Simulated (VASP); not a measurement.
Input of a VASP 6.6.1 run:

Contents of INCAR:

```
SYSTEM = SnTe
PREC = Accurate
ENCUT = 520
EDIFF = 1E-6
ISMEAR = -1
SIGMA = 0.05
LREAL = .False.
LASPH = .True.
NELM = 100
ALGO = Normal
ISIF = 2
LWAVE = .False.
LCHARG = .False.
GGA = PS
NBANDS = 17
```

File KPOINTS:

```
Automatic mesh
0
Gamma
  7 7 7
  0 0 0
```

The input POSCAR:

```
SnTe
1.0
    0.0000000000      3.6350615711      3.6350615711
    3.6350615711      0.0000000000      3.6350615711
    3.6350615711      3.6350615711      0.0000000000
Te Sn
1 1
Direct
    0.2500000000      0.2500000000      0.2500000000
    0.0000000000      0.0000000000      0.0000000000
```

Potentials or basis: VASP PAW PBE potentials, release 64 (Te, Sn_d).

Run with:

```console
$ cat potpaw_PBE.64/Te/POTCAR potpaw_PBE.64/Sn_d/POTCAR > POTCAR
$ mpirun -np 1 vasp_std > vasp.out
```

(1) Estimate the band gap on the k mesh.

(2) Predict the pressure.

Answers

(1) 0.33 eV (least direct gap 0.81 eV).

(2) -1.8 GPa.

Caveat: the PAW data sets were made with another functional, which shifts forces and pressure a little; spin-orbit coupling is left out, which moves the levels of the heavy elements; an odd mesh through Γ misses points on the zone boundary, where band edges can lie.
